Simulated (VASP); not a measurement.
A run of VASP 6.6.1 is set up as follows.

File INCAR:

```
SYSTEM = Sn3GeTe4
PREC = Accurate
ENCUT = 520
EDIFF = 1E-6
ISMEAR = 0
SIGMA = 0.01
LREAL = .FALSE.
LASPH = .TRUE.
NELM = 60
ALGO = Normal
ISIF = 2
LWAVE = .FALSE.
LCHARG = .FALSE.
GGA = PE
NBANDS = 50
```

KPOINTS

```
Automatic mesh
0
G
  6 6 6
  0 0 0
```

File POSCAR:

```
Sn3GeTe4
1.0
    4.4691806446      2.5802826482      3.7486671872
   -4.4691806446      2.5802826482      3.7486671872
    0.0000000000     -5.1605652965      3.7486671872
Sn Ge Te
3 1 4
Direct
    0.5041755844      0.0047316998      0.0047316998
    0.0047316998      0.5041755844      0.0047316998
    0.0047316998      0.0047316998      0.5041755844
    0.4820327864      0.4820327864      0.4820327864
    0.0348734008      0.5170252195      0.5170252195
    0.5170252195      0.0348734008      0.5170252195
    0.5170252195      0.5170252195      0.0348734008
    0.0194044696      0.0194044696      0.0194044696
```

Potentials or basis: VASP PAW PBE potentials, release 64 (Sn_d, Ge_d, Te).

Run with:

```bash
$ cat potpaw_PBE.64/Sn_d/POTCAR potpaw_PBE.64/Ge_d/POTCAR potpaw_PBE.64/Te/POTCAR > POTCAR
$ mpirun -np 1 vasp_std > vasp.out
```

(1) Estimate the pressure.

(2) Estimate the largest force.

(3) Estimate the band gap on the k mesh.

Results:

(1) 0.0 GPa.

(2) 0.019 eV/Å.

(3) 0.22 eV.

Caveat: semilocal functionals underestimate gaps, and a narrow one can read as zero; spin-orbit coupling is left out, which moves the levels of the heavy elements.
